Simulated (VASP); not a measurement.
# Ga (P1) in VASP: notebook

Ga is run at these levels: PBEsol, PBE; tasks: single point.

Program: VASP 6.6.1. These are calculated values, not measurements. Logs are shortened: lines on timing, memory, paths and dates and some standing lists are left out, and cuts for length are marked.

### Step 1. The cell of the first run

The typed cell holds 4 atoms: a = 4.448 Å, b = 4.448 Å, c = 4.524 Å, α = 90.00°, β = 90.00°, γ = 118.89°.

### Step 2. Single point, PBEsol (atoms moved at random)

File INCAR:

```
SYSTEM = Ga
PREC = Accurate ; ENCUT = 520
EDIFF = 1E-7 ; ISMEAR = -1
SIGMA = 0.05 ; LREAL = .FALSE.
LASPH = .TRUE. ; NELM = 100
ALGO = Fast ; ISIF = 2
LWAVE = .FALSE. ; LCHARG = .FALSE.
GGA = PS ; NBANDS = 34
```

File KPOINTS:

```
regular mesh
0
G
  7 7 6
  0 0 0
```

File POSCAR:

```
Ga
1.0
    2.2615000000     -3.8305000000      0.0000000000
    2.2615000000      3.8305000000      0.0000000000
    0.0000000000      0.0000000000      4.5240000000
Ga
4
Direct
    0.3575740000      0.6498150000      0.4138550000
    0.1433230000      0.8385800000      0.9163590000
    0.6559530000      0.3461020000      0.5984340000
    0.8513050000      0.1627760000      0.0864020000
```

Potentials or basis: VASP PAW PBE potentials, release 64 (Ga_d).

On the command line:

```console
> cat potpaw_PBE.64/Ga_d/POTCAR > POTCAR
> mpirun -np 1 vasp_std > vasp.out
```

OUTCAR:

```text
SYSTEM = Ga
   PREC = Accurate
   ENCUT = 520
   EDIFF = 1E-7
   ISMEAR = -1
   LREAL = .FALSE.
   LASPH = .TRUE.
   NELM = 100
   ISIF = 2
   GGA = PS

 ion  position               nearest neighbor table
   1  0.358  0.650  0.414-   3 2.45   4 2.69   4 2.72   2 2.73   2 2.75   3 2.84   3 2.86
   2  0.143  0.839  0.916-   4 2.48   3 2.64   3 2.72   1 2.73   4 2.75   1 2.75   4 2.86
   3  0.656  0.346  0.598-   1 2.45   4 2.64   2 2.64   2 2.72   4 2.73   1 2.84   1 2.86
   4  0.851  0.163  0.086-   2 2.48   3 2.64   1 2.69   1 2.72   3 2.73   2 2.75   2 2.86

  LATTYP: Found a base centered orthorhombic cell.
 ALAT       =     4.5230000000
 B/A-ratio  =     1.6937873093
 C/A-ratio  =     1.0002210922

  Lattice vectors:

 A1 = (   2.2615000000,  -3.8305000000,   0.0000000000)
 A2 = (   2.2615000000,   3.8305000000,   0.0000000000)
 A3 = (   0.0000000000,   0.0000000000,   4.5240000000)

Analysis of symmetry for initial positions (statically):
=====================================================================
 Subroutine PRICEL returns:
 Original cell was already a primitive cell.

 Routine SETGRP: Setting up the symmetry group for a
 base centered orthorhombic supercell.

 Subroutine GETGRP returns: Found  1 space group operations
 (whereof  1 operations were pure point group operations)
 out of a pool of  8 trial point group operations.

The static configuration has the point symmetry C_1 .

Analysis of symmetry for dynamics (positions and initial velocities):
=====================================================================
 Subroutine PRICEL returns:
 Original cell was already a primitive cell.

 Routine SETGRP: Setting up the symmetry group for a
 base centered orthorhombic supercell.

 Subroutine GETGRP returns: Found  1 space group operations
 (whereof  1 operations were pure point group operations)
 out of a pool of  8 trial point group operations.

The dynamic configuration has the point symmetry C_1 .

 Subroutine INISYM returns: Found  1 space group operations
 (whereof  1 operations are pure point group operations),
 and found     1 'primitive' translations

----------------------------------------------------------------------------------------

                                     Primitive cell

  volume of cell :      78.3799

  direct lattice vectors                    reciprocal lattice vectors
     2.261500000 -3.830500000  0.000000000     0.221092195 -0.130531262  0.000000000
     2.261500000  3.830500000  0.000000000     0.221092195  0.130531262  0.000000000
     0.000000000  0.000000000  4.524000000     0.000000000  0.000000000  0.221043324

  length of vectors
     4.448270731  4.448270731  4.524000000     0.256749234  0.256749234  0.221043324

  position of ions in fractional coordinates (direct lattice)
     0.357574000  0.649815000  0.413855000
     0.143323000  0.838580000  0.916359000
     0.655953000  0.346102000  0.598434000
     0.851305000  0.162776000  0.086402000

  ion indices of the primitive-cell ions
   primitive index   ion index
                 1           1
                 2           2
                 3           3
                 4           4

----------------------------------------------------------------------------------------

 KPOINTS: regular mesh

Automatic generation of k-mesh.
 Grid dimensions read from file:
 generate k-points for:    7    7    6

 Generating k-lattice:

  Cartesian coordinates                     Fractional coordinates (reciprocal lattice)
     0.031584599 -0.018647323  0.000000000     0.142857143  0.000000000  0.000000000
     0.031584599  0.018647323  0.000000000     0.000000000  0.142857143  0.000000000
     0.000000000  0.000000000  0.036840554     0.000000000  0.000000000  0.166666667

  Length of vectors
     0.036678462  0.036678462  0.036840554

  Shift w.r.t. Gamma in fractional coordinates (k-lattice)
     0.000000000  0.000000000  0.000000000

 Subroutine IBZKPT returns following result:
 ===========================================

 Found    148 irreducible k-points:

 Following reciprocal coordinates:
            Coordinates               Weight
  0.000000  0.000000  0.000000      1.000000
  0.142857  0.000000  0.000000      2.000000
  0.000000  0.142857  0.000000      2.000000
  0.285714  0.000000  0.000000      2.000000
  0.000000  0.285714  0.000000      2.000000
  0.428571 -0.000000  0.000000      2.000000
[... 16 lines left out ...]
 -0.285714  0.285714  0.000000      2.000000
  0.428571  0.428571  0.000000      2.000000
 [... further k-points ...]
   k-points           NKPTS =    148   k-points in BZ     NKDIM =    148   number of bands    NBANDS=     34
   number of dos      NEDOS =    301   number of ions     NIONS =      4
   total plane-waves  NPLWV =  46656
   dimension x,y,z NGX =    36 NGY =   36 NGZ =   36
   dimension x,y,z NGXF=    72 NGYF=   72 NGZF=   72
   ions per type =               4
   NGX,Y,Z   is equivalent  to a cutoff of  13.45, 13.45, 13.23 a.u.
   NGXF,Y,Z  is equivalent  to a cutoff of  26.91, 26.91, 26.46 a.u.
 SYSTEM =  Ga
   PREC   = accura    normal or accurate (medium, high low for compatibility)
   ISTART =      0    job   : 0-new  1-cont  2-samecut
   ICHARG =      2    charge: 1-file 2-atom 10-const
   ISPIN  =      1    spin polarized calculation?
   LNONCOLLINEAR =      F non collinear calculations
   LSORBIT =      F    spin-orbit coupling
   LASPH  =      T    aspherical Exc in radial PAW
   ENCUT  =  520.0 eV  38.22 Ry    6.18 a.u.   8.27  8.27  8.41*2*pi/ulx,y,z
   NELM   =    100;   NELMIN=  2; NELMDL= -5     # of ELM steps
   EDIFF  = 0.1E-06   stopping-criterion for ELM
   LREAL  =      F    real-space projection
   EDIFFG = 0.1E-05   stopping-criterion for IOM
   NSW    =      0    number of steps for IOM
   IBRION =     -1    ionic relax: 0-MD 1-quasi-New 2-CG
   NFREE  =      0    steps in history (QN), initial steepest desc. (CG)
   ISIF   =      2    stress and relaxation
   ISYM   =      2    0-nonsym 1-usesym 2-fastsym
   POTIM  = 0.5000    time-step for ionic-motion
   TEBEG  =    0.0;   TEEND  =   0.0 temperature during run
   PSTRESS=    0.0 pullay stress
   NELECT =      52.0000    total number of electrons
   NUPDOWN=      -1.0000    fix difference up-down
   EMIN   =  10.00;   EMAX   =-10.00  energy-range for DOS
   EFERMI =   0.00;   METHOD = LEGACY
   ISMEAR =    -1;   SIGMA  =   0.05  broadening in eV -4-tet -1-fermi 0-gaus
   EFERMI_NEDOS =   21; number of points for ismear=-14 and -15
   IALGO  =     68    algorithm
   IMIX   =      4    mixing-type and parameters
     AMIX     =   0.40;   BMIX     =  1.00
     AMIX_MAG =   1.60;   BMIX_MAG =  1.00
  volume/ion in A,a.u.               =      19.59       132.23
  Fermi-wavevector in a.u.,A,eV,Ry     =   1.427823  2.698194 27.737908  2.038679
  Thomas-Fermi vector in A             =   2.547951
   LORBIT       =      0    0 simple, 1 ext, 2 COOP (PROOUT), +10 PAW based schemes
   GGA     = PS    functional components
   LHFCALC =     F    Hartree Fock is set to
   AEXX    =    0.0000 exact exchange contribution
   IVDW    =     0    specifies the selected vdW correction
   LEPSILON=     F    determine dielectric tensor
   LRPA    =     F    only Hartree local field effects (RPA)
 non-spin polarized calculation
 RMM-DIIS sequential band-by-band and
  energy-cutoff  :      520.00
  volume of cell :       78.38
 maximum number of plane-waves:      2131
 NGX is ok and might be reduce to    36
   NGX = 17   NGY = 17   NGZ = 17

 number of electron      52.0000009 magnetization

 Free energy of the ion-electron system (eV)
  ---------------------------------------------------
  ext. energy  EPLUGINS =         0.00000000
  ---------------------------------------------------
  free energy    TOTEN  =       -13.36026719 eV

  energy without entropy =      -13.35219788  energy(sigma->0) =      -13.35623253

 E-fermi :   4.9260     XC(G=0): -10.8049

 val. band max:        4.9245229663   @ k =   0.1429  -0.2857  -0.1667
 cond. band min:       4.9340722029   @ k =   0.2857   0.2857   0.0000
 fundamental gap:      0.0095492366
 Fermi energy:         4.9260361113

 k-point     1 :       0.0000    0.0000    0.0000
  band No.  band energies     occupation
      1     -10.2282      2.00000
      2     -10.2137      2.00000
      3     -10.2082      2.00000
      4     -10.1872      2.00000
      5     -10.1468      2.00000
      6     -10.1087      2.00000
[... 26 lines left out ...]
     33      11.5665      0.00000
     34      12.9172      0.00000

 k-point     2 :       0.1429    0.0000    0.0000
  band No.  band energies     occupation
      1     -10.2267      2.00000
      2     -10.2183      2.00000
      3     -10.2063      2.00000
      4     -10.1920      2.00000
      5     -10.1284      2.00000
      6     -10.1078      2.00000
[... 26 lines left out ...]
     33      11.3356      0.00000
     34      12.3461      0.00000

 k-point     3 :       0.0000    0.1429    0.0000
  band No.  band energies     occupation
      1     -10.2290      2.00000
      2     -10.2170      2.00000
      3     -10.2071      2.00000
      4     -10.1918      2.00000
      5     -10.1334      2.00000
      6     -10.1095      2.00000
[... 26 lines left out ...]
     33      11.2981      0.00000
     34      12.4462      0.00000

 k-point     4 :       0.2857    0.0000    0.0000
  band No.  band energies     occupation
      1     -10.2308      2.00000
      2     -10.2231      2.00000
      3     -10.2031      2.00000
      4     -10.1835      2.00000
      5     -10.1166      2.00000
      6     -10.1047      2.00000
[... 26 lines left out ...]
     33      10.7556      0.00000
     34      12.0374      0.00000

 k-point     5 :       0.0000    0.2857    0.0000
  band No.  band energies     occupation
      1     -10.2308      2.00000
      2     -10.2268      2.00000
      3     -10.2092      2.00000
      4     -10.1814      2.00000
      5     -10.1310      2.00000
      6     -10.1124      2.00000
[... 621 lines left out ...]
 k-point    22 :       0.2857   -0.4286    0.0000
  band No.  band energies     occupation
      1     -10.2821      2.00000
      2     -10.2309      2.00000
      3     -10.1884      2.00000
      4     -10.1732      2.00000
      5     -10.1427      2.00000
      6     -10.1260      2.00000
[... 26 lines left out ...]
     33      11.8294      0.00000
     34      13.2812      0.00000

 k-point    23 :      -0.2857    0.2857    0.0000
  band No.  band energies     occupation
      1     -10.2650      2.00000
      2     -10.2347      2.00000
      3     -10.1811      2.00000
      4     -10.1620      2.00000
      5     -10.1555      2.00000
      6     -10.1305      2.00000
[... 26 lines left out ...]
     33      10.4464      0.00000
     34      11.5760      0.00000

 k-point    24 :       0.4286    0.4286    0.0000
  band No.  band energies     occupation
      1     -10.2978      2.00000
      2     -10.2236      2.00000
      3     -10.2059      2.00000
      4     -10.1691      2.00000
      5     -10.1521      2.00000
      6     -10.1036      2.00000
[... 26 lines left out ...]
     33      11.7003      0.00000
     34      12.6190      0.00000

 [... further k-points ...]
[... 5 lines left out ...]
  --------------------------------------------------------------------------------------
  -------------------------------------------------------------------------------------
  Total       -1.0675168     -0.2979741     -0.7349674     -0.0473979     -0.2723822      0.1088015
  in kB      -21.8213013     -6.0909417    -15.0236000     -0.9688699     -5.5678139      2.2240318
  external PRESSURE =     -14.3119476 kB  Pullay stress =       0.0000000 kB

 VOLUME and BASIS-vectors are now :
 -----------------------------------------------------------------------------
  energy-cutoff  :      520.00
  volume of cell :       78.38
      direct lattice vectors                 reciprocal lattice vectors
     2.261500000 -3.830500000  0.000000000     0.221092195 -0.130531262  0.000000000
     2.261500000  3.830500000  0.000000000     0.221092195  0.130531262  0.000000000
     0.000000000  0.000000000  4.524000000     0.000000000  0.000000000  0.221043324

 POSITION                                       TOTAL-FORCE (eV/Angst)
 -----------------------------------------------------------------------------------
      2.27821      1.11943      1.87228         0.096677      0.443021     -0.036555
      2.22057      2.66318      4.14561         0.166351     -0.236927      0.007065
      2.26615     -1.18688      2.70732        -0.154888     -0.335895     -0.148096
      2.29334     -2.63741      0.39088        -0.108140      0.129801      0.177586
 -----------------------------------------------------------------------------------
    total drift:                               -0.000063      0.000225      0.000109

  FREE ENERGIE OF THE ION-ELECTRON SYSTEM (eV)
  ---------------------------------------------------
  free  energy   TOTEN  =       -13.3602671891 eV

  energy  without entropy=      -13.3521978780  energy(sigma->0) =      -13.35623253
```

Wall time 3.3 min (1 thread of Intel Xeon 6975P-C (Granite Rapids), shared host); peak memory 0.4 GiB.

What came out:

| Property | Result |
| --- | --- |
| Free energy | -13.3603 eV |
| Pressure | -1.4 GPa |
| Largest force | 0.455 eV/Å |
| Band gap on the k mesh | zero (bands 26 and 27 overlap by 1.45 eV) |

Forces in eV/Å, atoms in the order of the input:
```
Ga   0.097  0.443 -0.037
Ga   0.166 -0.237  0.007
Ga  -0.155 -0.336 -0.148
Ga  -0.108  0.130  0.178
```

Levels at points of the mesh, in eV from the Fermi level:
```tsv
k point	band 22	band 23	band 24	band 25	band 26	band 27	band 28	band 29	band 30	band 31
(0.00, 0.00, 0.00)	-4.31	-3.82	-1.74	-1.67	-0.88	0.77	0.82	1.03	5.16	5.59
(0.00, 0.00, 0.50)	-9.15	-0.29	-0.20	-0.12	-0.06	0.06	0.11	1.95	2.06	3.73
```

Caveat: the cell differs from its parent crystal (atoms moved at random); the PAW data sets were made with another functional, which shifts forces and pressure a little.

### Step 3. Single point, PBEsol

File INCAR:

```
SYSTEM = Ga
PREC     = Accurate       ! precision mode
ENCUT    = 520            ! plane-wave cutoff, eV
EDIFF    = 1E-7           ! SCF threshold, eV
ISMEAR   = -1             ! smearing method
SIGMA    = 0.05           ! smearing width, eV
LREAL    = .False.        ! projectors in reciprocal space
LASPH    = .True.         ! aspherical terms in the spheres
NELM     = 80             ! most SCF steps
ALGO     = Fast           ! electronic algorithm
ISIF     = 2              ! what is computed and relaxed
LWAVE    = .False.        ! write WAVECAR
LCHARG   = .False.        ! write CHGCAR
GGA      = PS             ! functional
NBANDS   = 34             ! bands
```

File KPOINTS:

```
Automatic mesh
0
Gamma
  5 5 4
  0 0 0
```

POSCAR is that of step 2.

Potentials or basis: VASP PAW PBE potentials, release 64 (Ga_d).

On the command line:

```console
> cat potpaw_PBE.64/Ga_d/POTCAR > POTCAR
> mpirun -np 1 vasp_std > vasp.out
```

Run time: 59 s. Hardware: 1 thread of Intel Xeon 6975P-C (Granite Rapids), shared host; peak memory 0.25 GiB.

The run converged. Its results:

```yaml
Free_energy: -13.4576 eV
Pressure: -1.5 GPa
Largest_force: 0.509 eV/Å
Band_gap_on_the_k_mesh: zero (bands 26 and 27 overlap by 1.43 eV)
```

Forces in eV/Å, atoms in the order of the input:
```
Ga   0.088  0.500 -0.036
Ga   0.165 -0.333  0.008
Ga  -0.162 -0.388 -0.131
Ga  -0.091  0.222  0.158
```

Stress tensor (GPa, compression positive):
```
-1.61  0.19  0.28
 0.19 -0.93 -0.45
 0.28 -0.45 -1.99
```

Levels at points of the mesh, in eV from the Fermi level:
```csv
k point,band 24,band 25,band 26,band 27,band 28,band 29
"(0.00, 0.00, 0.00)",-1.72,-1.65,-0.87,0.78,0.84,1.04
"(0.00, 0.00, 0.50)",-0.19,-0.10,-0.05,0.08,0.12,1.97
```

Caveat: the PAW data sets were made with another functional, which shifts forces and pressure a little.

### Step 4. Single point, PBE

File INCAR:

```
SYSTEM = Ga
PREC = Accurate
ENCUT = 520
EDIFF = 1E-7
ISMEAR = -1
SIGMA = 0.1
LREAL = .False.
LASPH = .True.
NELM = 100
ALGO = Fast
ISIF = 2
LWAVE = .False.
LCHARG = .True.
GGA = PE
LELF = .True.
LVHAR = .True.
NBANDS = 34
```

KPOINTS is that of step 3.

POSCAR is that of step 3.

On the command line:

```console
> cat potpaw_PBE.64/Ga_d/POTCAR > POTCAR
> mpirun -np 1 vasp_std > vasp.out
```

Run time: 64 s. Hardware: 1 thread of Intel Xeon 6975P-C (Granite Rapids), shared host; peak memory 0.26 GiB.

It converged, with:

```
Free energy            : -11.6777 eV
Pressure               : 2.0 GPa
Largest force          : 0.526 eV/Å
Band gap on the k mesh : zero (bands 26 and 27 overlap by 1.42 eV)
```

Forces on the atoms (eV/Å):
```
Ga   0.084  0.518 -0.034
Ga   0.195 -0.312  0.008
Ga  -0.165 -0.402 -0.158
Ga  -0.114  0.196  0.184
```

Stress tensor (GPa, compression positive):
```
 1.91  0.18  0.27
 0.18  2.63 -0.61
 0.27 -0.61  1.46
```

Levels at points of the mesh, in eV from the Fermi level:
```csv
k point,band 22,band 23,band 24,band 25,band 26,band 27,band 28,band 29,band 30,band 31
"(0.00, 0.00, 0.00)",-4.32,-3.82,-1.73,-1.66,-0.88,0.78,0.83,1.04,5.18,5.60
"(0.00, 0.00, 0.50)",-9.15,-0.29,-0.20,-0.12,-0.06,0.06,0.11,1.95,2.06,3.74
```

### Step 5. Single point, PBE

File INCAR:

```
PREC = Accurate
ENCUT = 520
EDIFF = 1E-7
ISMEAR = -1
SIGMA = 0.1
LREAL = False
LASPH = True
NELM = 60
ALGO = Fast
ISIF = 2
LWAVE = False
LCHARG = False
GGA = PE
NBANDS = 34
```

File KPOINTS:

```
regular mesh
0
Gamma
  5 5 4
```

POSCAR is that of step 4.

On the command line:

```console
> cat potpaw_PBE.64/Ga_d/POTCAR > POTCAR
> mpirun -np 1 vasp_std > vasp.out
```

Run time: 68 s. Hardware: 1 thread of Intel Xeon 6975P-C (Granite Rapids), shared host; peak memory 0.25 GiB.

The run converged. Its results:

- Free energy: -11.6777 eV
- Pressure: 2.0 GPa
- Largest force: 0.526 eV/Å
- Band gap on the k mesh: zero (bands 26 and 27 overlap by 1.42 eV)

Forces on the atoms (eV/Å):
```
Ga   0.084  0.518 -0.034
Ga   0.195 -0.312  0.008
Ga  -0.165 -0.402 -0.158
Ga  -0.114  0.196  0.184
```

Stress tensor (GPa, compression positive):
```
 1.91  0.18  0.27
 0.18  2.63 -0.61
 0.27 -0.61  1.46
```

Levels at points of the mesh, in eV from the Fermi level:
```tsv
k point	band 24	band 25	band 26	band 27	band 28	band 29
(0.00, 0.00, 0.00)	-1.73	-1.66	-0.88	0.78	0.83	1.04
(0.00, 0.00, 0.50)	-0.20	-0.12	-0.06	0.06	0.11	1.95
```

### Step 6. Overview

| level | k mesh | smearing | gap on the mesh (eV) | pressure (GPa) | largest force (eV/Å) |
| --- | --- | --- | --- | --- | --- |
| PBEsol | 7 × 7 × 6 | fermi-dirac 0.05 eV | none | -1.4 | 0.45 |
| PBEsol | 5 × 5 × 4 | fermi-dirac 0.05 eV | none | -1.5 | 0.51 |
| PBE | 5 × 5 × 4 | fermi-dirac 0.1 eV | none | 2.0 | 0.53 |

Alike in all rows: task single point; potentials or basis VASP PAW PBE potentials, release 64 (Ga_d); no spin polarisation; cell as given; cutoff (eV) 520.

Caveats: the PAW data sets were made with another functional, which shifts forces and pressure a little (at least some runs).

Total energies depend on the potentials used, so only differences within one code and one set of settings carry meaning.
